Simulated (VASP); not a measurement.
ZnS:

```
CELL_PARAMETERS angstrom
3.82270 0.00000 0.00000
-1.91135 3.31056 0.00000
0.00000 0.00000 6.26070
ATOMIC_POSITIONS crystal
Zn 0.33333 0.66667 0.00000
Zn 0.66667 0.33333 0.50000
S 0.33333 0.66667 0.37480
S 0.66667 0.33333 0.87480
```

Base run:

| Property | Result |
| --- | --- |
| Program | VASP 6.6.1 |
| Functional | LDA |
| Potentials or basis | VASP PAW LDA potentials, release 64 (Zn, S) |
| Cutoff | 520 eV |
| k mesh | 13 × 13 × 7 |
| Occupations | fermi-dirac, width 0.02 eV |
| Spin | no spin polarisation |

Its results: band gap on the k mesh 1.94 eV; pressure -4.5 GPa.

Q: The run is repeated on the same cell with these changes: functional from LDA to PBE; potentials or basis from VASP PAW LDA potentials, release 64 (Zn, S) to VASP PAW PBE potentials, release 64 (Zn, S). What comes out?

A: Band gap on the k mesh 2.17 eV; pressure 1.5 GPa.

Caveats: the cell stands under tension (at least some runs).

A k mesh can miss the band edges.
